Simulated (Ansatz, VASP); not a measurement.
**KF in VASP and in Ansatz**

```
K F
1.0
     1.04537    3.28545    3.28545
     3.28545    1.04537    3.28545
     3.28545    3.28545    1.04537
K F
1 1
Direct
  0.00000 0.00000 0.00000
  0.50000 0.50000 0.50000
```

Alike in both runs: task single point; functional PBE; k mesh 8 × 8 × 8; occupations gaussian, width 0.05 eV; no spin polarisation.

```csv
,VASP,Ansatz
version,VASP 6.6.1,Ansatz 0.2.0
potentials or method,"VASP PAW PBE potentials, release 64 (K_sv, F), cutoff 520 eV","scalar-relativistic, plane waves, PAW"
valence electrons in the cell,16,16
```

|  | VASP | Ansatz | Ansatz less VASP |
| --- | --- | --- | --- |
| gap on the k mesh at the Fermi level (eV) | 3.52 | 3.53 | +0.013 |
| least direct gap on the mesh (eV) | 3.52 | 3.53 | +0.013 |
| pressure (GPa) | -1.3 | -1.3 | +0.03 |
| traceless stress, the component that is largest in VASP (GPa) | -11.88 | -11.90 | -0.016 |
